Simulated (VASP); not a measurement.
Input of a VASP 6.6.1 run:

Contents of INCAR:

```
PREC = Accurate
ENCUT = 550
EDIFF = 1E-6
ISMEAR = 0
SIGMA = 0.15
LREAL = False
LASPH = True
NELM = 120
ALGO = Normal
ISIF = 2
LWAVE = False
LCHARG = True
GGA = PS
IVDW = 12
LELF = True
LVHAR = True
NBANDS = 27
GGA_COMPAT = False
```

KPOINTS

```
Automatic mesh
0
Gamma
  18 18 10
```

POSCAR

```
Hg
1.0
    3.2329000000      0.0000000000      0.0000000000
   -1.6164500000      2.7997735279      0.0000000000
    0.0000000000      0.0000000000      4.5094000000
Hg
2
Direct
    0.6666666667      0.3333333333      0.7500000000
    0.3333333333      0.6666666667      0.2500000000
```

Potentials or basis: VASP PAW PBE potentials, release 64 (Hg_sv_GW).

The run is started by

```sh
$ cat potpaw_PBE.64/Hg_sv_GW/POTCAR > POTCAR
$ mpirun -np 1 vasp_std > vasp.out
```

Q: Estimate the dispersion energy per atom.

A: -0.492 eV.

Q: Estimate the band gap on the k mesh.

A: Zero (bands 20 and 21 overlap by 1.63 eV).

Stress tensor (GPa, compression positive):
```
4.72 0.00 0.00
0.00 4.72 0.00
0.00 0.00 6.51
```

Caveat: the cell stands under pressure; the PAW data sets were made with another functional, which shifts forces and pressure a little; spin-orbit coupling is left out, which moves the levels of the heavy elements.
